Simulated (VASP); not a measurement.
# CuI (P4/nmm) in VASP: a series of runs

The runs below take CuI through single point, with HSE06, PBEsol.

Program: VASP 6.6.1. These are calculated values, not measurements. Logs are shortened: lines on timing, memory, paths and dates and some standing lists are left out, and cuts for length are marked.

### Step 1. The cell of the first run

It takes space group P4/nmm (No. 129, tetragonal). Conventional cell: a = 4.090 Å, b = 4.090 Å, c = 6.551 Å, α = 90.00°, β = 90.00°, γ = 90.00°. Within 3.5 Å of I (site symmetry 4mm) lie 4 Cu at 2.65 Å. Within 3.5 Å of Cu (site symmetry -4m2) lie 4 I at 2.65 Å and 4 Cu at 2.89 Å.

### Step 2. Single point, HSE06

POSCAR reads:

```
CuI
1.0
    4.0901961900      0.0000000000      0.0000000000
    0.0000000000      4.0901961900      0.0000000000
    0.0000000000      0.0000000000      6.5514580400
I Cu
2 2
Direct
    0.0000000000      0.5000000000      0.7430343600
    0.5000000000      0.0000000000      0.2569656400
    0.0000000000      0.0000000000      0.0000000000
    0.5000000000      0.5000000000      0.0000000000
```

INCAR.step1 reads:

```
PREC = Accurate
ENCUT = 520
EDIFF = 1E-5
ISMEAR = -1
SIGMA = 0.05
LREAL = F
LASPH = T
NELM = 100
ALGO = Normal
ISIF = 2
LWAVE = T
NBANDS = 26
GGA = PE
KPAR = 2
```

INCAR.step2 reads:

```
PREC = Accurate
ENCUT = 520
EDIFF = 1E-7
ISMEAR = -1
SIGMA = 0.05
LREAL = F
LASPH = T
NELM = 100
ALGO = Normal
ISIF = 2
LWAVE = F
LCHARG = T
GGA = PE
LHFCALC = T
HFSCREEN = 0.2079
PRECFOCK = Normal
LVHAR = T
NBANDS = 26
ISTART = 1
KPAR = 2
```

KPOINTS reads:

```
regular mesh
0
Gamma
  4 4 4
```

Potentials or basis: VASP PAW PBE potentials, release 64 (I, Cu).

The run is started by

```console
$ cat potpaw_PBE.64/I/POTCAR potpaw_PBE.64/Cu/POTCAR > POTCAR
$ cp INCAR.step1 INCAR
$ mpirun -np 2 vasp_std > vasp.out
$ cp INCAR.step2 INCAR
$ mpirun -np 2 vasp_std > vasp.out
```

OUTCAR:

```text
PREC = Accurate
   ENCUT = 520
   EDIFF = 1E-7
   ISMEAR = -1
   LREAL = F
   LASPH = T
   NELM = 100
   ISIF = 2
   GGA = PE
   LHFCALC = T
   HFSCREEN = 0.2079
   PRECFOCK = Normal
   ISTART = 1

 ion  position               nearest neighbor table
   1  0.000  0.500  0.743-   3 2.65   4 2.65   3 2.65   4 2.65
   2  0.500  0.000  0.257-   3 2.65   4 2.65   4 2.65   3 2.65
   3  0.000  0.000  0.000-   1 2.65   2 2.65   1 2.65   2 2.65
   4  0.500  0.500  0.000-   1 2.65   2 2.65   2 2.65   1 2.65

  LATTYP: Found a simple tetragonal cell.
 ALAT       =     4.0901961900
 C/A-ratio  =     1.6017466487

  Lattice vectors:

 A1 = (   4.0901961900,   0.0000000000,   0.0000000000)
 A2 = (   0.0000000000,   4.0901961900,   0.0000000000)
 A3 = (   0.0000000000,   0.0000000000,   6.5514580400)

Analysis of symmetry for initial positions (statically):
=====================================================================
 Subroutine PRICEL returns:
 Original cell was already a primitive cell.

 Routine SETGRP: Setting up the symmetry group for a
 simple tetragonal supercell.

 Subroutine GETGRP returns: Found 16 space group operations
 (whereof  8 operations were pure point group operations)
 out of a pool of 16 trial point group operations.

The static configuration has the point symmetry D_2d.
 The point group associated with its full space group is D_4h.

Analysis of symmetry for dynamics (positions and initial velocities):
=====================================================================
 Subroutine PRICEL returns:
 Original cell was already a primitive cell.

 Routine SETGRP: Setting up the symmetry group for a
 simple tetragonal supercell.

 Subroutine GETGRP returns: Found 16 space group operations
 (whereof  8 operations were pure point group operations)
 out of a pool of 16 trial point group operations.

The dynamic configuration has the point symmetry D_2d.
 The point group associated with its full space group is D_4h.

 Subroutine INISYM returns: Found 16 space group operations
 (whereof  8 operations are pure point group operations),
 and found     1 'primitive' translations

----------------------------------------------------------------------------------------

                                     Primitive cell

  volume of cell :     109.6040

  direct lattice vectors                    reciprocal lattice vectors
     4.090196190  0.000000000  0.000000000     0.244487050  0.000000000  0.000000000
     0.000000000  4.090196190  0.000000000     0.000000000  0.244487050  0.000000000
     0.000000000  0.000000000  6.551458040     0.000000000  0.000000000  0.152637778

  length of vectors
     4.090196190  4.090196190  6.551458040     0.244487050  0.244487050  0.152637778

  position of ions in fractional coordinates (direct lattice)
     0.000000000  0.500000000  0.743034360
     0.500000000  0.000000000  0.256965640
     0.000000000  0.000000000  0.000000000
     0.500000000  0.500000000  0.000000000

  ion indices of the primitive-cell ions
   primitive index   ion index
                 1           1
                 2           2
                 3           3
                 4           4

----------------------------------------------------------------------------------------

 KPOINTS: regular mesh

Automatic generation of k-mesh.
 Grid dimensions read from file:
 generate k-points for:    4    4    4

 Generating k-lattice:

  Cartesian coordinates                     Fractional coordinates (reciprocal lattice)
     0.061121762  0.000000000  0.000000000     0.250000000  0.000000000  0.000000000
     0.000000000  0.061121762  0.000000000     0.000000000  0.250000000  0.000000000
     0.000000000  0.000000000  0.038159445     0.000000000  0.000000000  0.250000000

  Length of vectors
     0.061121762  0.061121762  0.038159445

  Shift w.r.t. Gamma in fractional coordinates (k-lattice)
     0.000000000  0.000000000  0.000000000

 Subroutine IBZKPT returns following result:
 ===========================================

 Found     18 irreducible k-points:

 Following reciprocal coordinates:
            Coordinates               Weight
  0.000000  0.000000  0.000000      1.000000
  0.250000  0.000000  0.000000      4.000000
  0.500000  0.000000  0.000000      2.000000
  0.250000  0.250000  0.000000      4.000000
  0.500000  0.250000  0.000000      4.000000
  0.500000  0.500000  0.000000      1.000000
[... 10 lines left out ...]
  0.500000  0.250000  0.500000      4.000000
  0.500000  0.500000  0.500000      1.000000
   k-points           NKPTS =     18   k-points in BZ     NKDIM =     64   number of bands    NBANDS=     26
   number of dos      NEDOS =    301   number of ions     NIONS =      4
   total plane-waves  NPLWV =  45000
   dimension x,y,z NGX =    30 NGY =   30 NGZ =   50
   dimension x,y,z NGXF=    60 NGYF=   60 NGZF=  100
   ions per type =               2   2
   NGX,Y,Z   is equivalent  to a cutoff of  12.19, 12.19, 12.69 a.u.
   NGXF,Y,Z  is equivalent  to a cutoff of  24.39, 24.39, 25.38 a.u.
 SYSTEM =  unknown system
   PREC   = accura    normal or accurate (medium, high low for compatibility)
   ISTART =      1    job   : 0-new  1-cont  2-samecut
   ICHARG =      0    charge: 1-file 2-atom 10-const
   ISPIN  =      1    spin polarized calculation?
   LNONCOLLINEAR =      F non collinear calculations
   LSORBIT =      F    spin-orbit coupling
   LASPH  =      T    aspherical Exc in radial PAW
   ENCUT  =  520.0 eV  38.22 Ry    6.18 a.u.   7.61  7.61 12.18*2*pi/ulx,y,z
   NELM   =    100;   NELMIN=  2; NELMDL=  0     # of ELM steps
   EDIFF  = 0.1E-06   stopping-criterion for ELM
   LREAL  =      F    real-space projection
   EDIFFG = 0.1E-05   stopping-criterion for IOM
   NSW    =      0    number of steps for IOM
   IBRION =     -1    ionic relax: 0-MD 1-quasi-New 2-CG
   NFREE  =      0    steps in history (QN), initial steepest desc. (CG)
   ISIF   =      2    stress and relaxation
   ISYM   =      3    0-nonsym 1-usesym 2-fastsym
   POTIM  = 0.5000    time-step for ionic-motion
   TEBEG  =    0.0;   TEEND  =   0.0 temperature during run
   PSTRESS=    0.0 pullay stress
   NELECT =      36.0000    total number of electrons
   NUPDOWN=      -1.0000    fix difference up-down
   EMIN   =  10.00;   EMAX   =-10.00  energy-range for DOS
   EFERMI =   0.00;   METHOD = LEGACY
   ISMEAR =    -1;   SIGMA  =   0.05  broadening in eV -4-tet -1-fermi 0-gaus
   EFERMI_NEDOS =   21; number of points for ismear=-14 and -15
   IALGO  =     38    algorithm
   IMIX   =      1    mixing-type and parameters
     AMIX     =   0.40;   BMIX     =  1.00
     AMIX_MAG =   1.60;   BMIX_MAG =  1.00
  volume/ion in A,a.u.               =      27.40       184.91
  Fermi-wavevector in a.u.,A,eV,Ry     =   1.129536  2.134514 17.359028  1.275853
  Thomas-Fermi vector in A             =   2.266230
   LORBIT       =      0    0 simple, 1 ext, 2 COOP (PROOUT), +10 PAW based schemes
   GGA     = PE    functional components
   LHFCALC =     T    Hartree Fock is set to
   PRECFOCK=normal    Normal, Fast or Accurate (Low or Medium for compatibility)
   ENCUT4O =  -1.0   cutoff for four orbital integrals eV
   NKREDX  =     1    reduce k-point grid by
   NKREDY  =     1    reduce k-point grid by
   NKREDZ  =     1    reduce k-point grid by
   AEXX    =    0.2500 exact exchange contribution
   HFSCREEN=    0.2079 screening length (either q_TF or 0.3 A-1)
   HFSCREENC=   0.2079 screening length for correlation (either q_TF or 0.3 A-1)
   ENCUTFOCK=  -1.0 apply spherical cutoff to Coloumb kernel
   IVDW    =     0    specifies the selected vdW correction
   LEPSILON=     F    determine dielectric tensor
   LRPA    =     F    only Hartree local field effects (RPA)
 non-spin polarized calculation
  energy-cutoff  :      520.00
  volume of cell :      109.60
 maximum number of plane-waves:      2972
  NGX = 24; NGY = 24; NGZ = 40

 number of electron      35.9999971 magnetization

 Free energy of the ion-electron system (eV)
  ---------------------------------------------------
  ext. energy  EPLUGINS =         0.00000000
  ---------------------------------------------------
  free energy    TOTEN  =       -12.80060316 eV

  energy without entropy =      -12.80060316  energy(sigma->0) =      -12.80060316

 E-fermi :   4.5663     XC(G=0):  -7.4451

 val. band max:        3.5212955487   @ k =   0.0000   0.0000   0.0000
 cond. band min:       6.4292511331   @ k =   0.0000   0.0000   0.0000
 fundamental gap:      2.9079555844
 Fermi energy:         4.5663395767

 k-point     1 :       0.0000    0.0000    0.0000
  band No.  band energies     occupation
      1     -11.1886      2.00000
      2     -10.4337      2.00000
      3      -2.3390      2.00000
      4      -0.7366      2.00000
      5      -0.5514      2.00000
      6      -0.5514      2.00000
[... 18 lines left out ...]
     25      13.3715      0.00000
     26      13.8867      0.00000

 k-point     2 :       0.2500    0.0000    0.0000
  band No.  band energies     occupation
      1     -10.9508      2.00000
      2     -10.3907      2.00000
      3      -1.9168      2.00000
      4      -0.9788      2.00000
      5      -0.8058      2.00000
      6      -0.5550      2.00000
[... 18 lines left out ...]
     25      12.2441      0.00000
     26      12.9549      0.00000

 k-point     3 :       0.5000    0.0000    0.0000
  band No.  band energies     occupation
      1     -10.5204      2.00000
      2     -10.5204      2.00000
      3      -1.6264      2.00000
      4      -1.6264      2.00000
      5      -0.8455      2.00000
      6      -0.8455      2.00000
[... 398 lines left out ...]
 k-point    17 :       0.5000    0.2500    0.5000
  band No.  band energies     occupation
      1     -10.3716      2.00000
      2     -10.3716      2.00000
      3      -1.8463      2.00000
      4      -1.8463      2.00000
      5      -0.6482      2.00000
      6      -0.6482      2.00000
[... 18 lines left out ...]
     25      12.6443      0.00000
     26      12.6443      0.00000

 k-point    18 :       0.5000    0.5000    0.5000
  band No.  band energies     occupation
      1     -10.2172      2.00000
      2     -10.2172      2.00000
      3      -1.8618      2.00000
      4      -1.8618      2.00000
      5      -0.6547      2.00000
      6      -0.6547      2.00000
[... 18 lines left out ...]
     25      10.9636      0.00000
     26      10.9636      0.00000

------------------------ aborting loop because EDIFF is reached ----------------------------------------

  FORCE on cell =-STRESS in cart. coord.  units (eV):
  Direction    XX          YY          ZZ          XY          YZ          ZX
  --------------------------------------------------------------------------------------
  -------------------------------------------------------------------------------------
  Total        1.1854128      1.1854128      0.7024652      0.0000000      0.0000000      0.0000000
  in kB       17.3282201     17.3282201     10.2685505      0.0000000      0.0000000      0.0000000
  external PRESSURE =      14.9749969 kB  Pullay stress =       0.0000000 kB

 VOLUME and BASIS-vectors are now :
 -----------------------------------------------------------------------------
  energy-cutoff  :      520.00
  volume of cell :      109.60
      direct lattice vectors                 reciprocal lattice vectors
     4.090196190  0.000000000  0.000000000     0.244487050  0.000000000  0.000000000
     0.000000000  4.090196190  0.000000000     0.000000000  0.244487050  0.000000000
     0.000000000  0.000000000  6.551458040     0.000000000  0.000000000  0.152637778

 POSITION                                       TOTAL-FORCE (eV/Angst)
 -----------------------------------------------------------------------------------
      0.00000      2.04510      4.86796        -0.000000     -0.000000     -0.063292
      2.04510      0.00000      1.68350         0.000000     -0.000000      0.063292
      0.00000      0.00000      0.00000         0.000000      0.000000      0.000000
      2.04510      2.04510      0.00000         0.000000     -0.000000      0.000000
 -----------------------------------------------------------------------------------
    total drift:                                0.000001      0.000000      0.000006

  FREE ENERGIE OF THE ION-ELECTRON SYSTEM (eV)
  ---------------------------------------------------
  free  energy   TOTEN  =       -12.8006031636 eV

  energy  without entropy=      -12.8006031636  energy(sigma->0) =      -12.80060316
```

Wall time 57 min (2 MPI ranks of Intel Xeon Platinum 8175M at 2.50GHz (Skylake/Cascade Lake), shared host); peak memory 0.37 GiB.

What came out:

```yaml
Free_energy: -12.8006 eV
Pressure: 1.5 GPa
Largest_force: 0.063 eV/Å
Band_gap_on_the_k_mesh: 2.91 eV
```

Forces in eV/Å, atoms in the order of the input:
```
I    0.000  0.000 -0.063
I    0.000  0.000  0.063
Cu   0.000  0.000  0.000
Cu   0.000  0.000  0.000
```

Caveat: the PAW data sets were made with another functional, which shifts forces and pressure a little; spin-orbit coupling is left out, which moves the levels of the heavy elements; this functional lacks dispersion, which binds layers or chains, so the pressure and a relaxed spacing across them are unreliable.

(Part 1 of 2 ends here.)
